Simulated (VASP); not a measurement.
A run of VASP 6.6.1 is set up as follows.

The input INCAR:

```
SYSTEM = KHfAs
  PREC = Accurate
  ENCUT = 520
  EDIFF = 1E-7
  ISMEAR = 0
  SIGMA = 0.1
  LREAL = .FALSE.
  LASPH = .TRUE.
  NELM = 80
  ALGO = Fast
  ISIF = 2
  LWAVE = .FALSE.
  LCHARG = .FALSE.
  GGA = PE
  NBANDS = 19
```

KPOINTS

```
Automatic mesh
0
G
  12 12 10
  0 0 0
```

The input POSCAR:

```
KHfAs
1.0
    4.5198754089      0.0000000000      0.0000000000
   -2.2599377044      3.9143269260      0.0000000000
    0.0000000000      0.0000000000      5.8288038695
K Hf As
1 1 1
Direct
    0.0000000000      0.0000000000      0.0000000000
    0.6666666667      0.3333333333      0.5000000000
    0.3333333333      0.6666666667      0.5000000000
```

Potentials or basis: VASP PAW PBE potentials, release 64 (K_sv, Hf_pv, As).

The run is started by

```sh
$ cat potpaw_PBE.64/K_sv/POTCAR potpaw_PBE.64/Hf_pv/POTCAR potpaw_PBE.64/As/POTCAR > POTCAR
$ mpirun -np 1 vasp_std > vasp.out
```

Problem. What does it give for the pressure?

Solution. 0.0 GPa.

Problem. Estimate the band gap on the k mesh.

Solution. Zero (bands 12 and 13 overlap by 0.41 eV).

Caveat: spin-orbit coupling is left out, which moves the levels of the heavy elements.
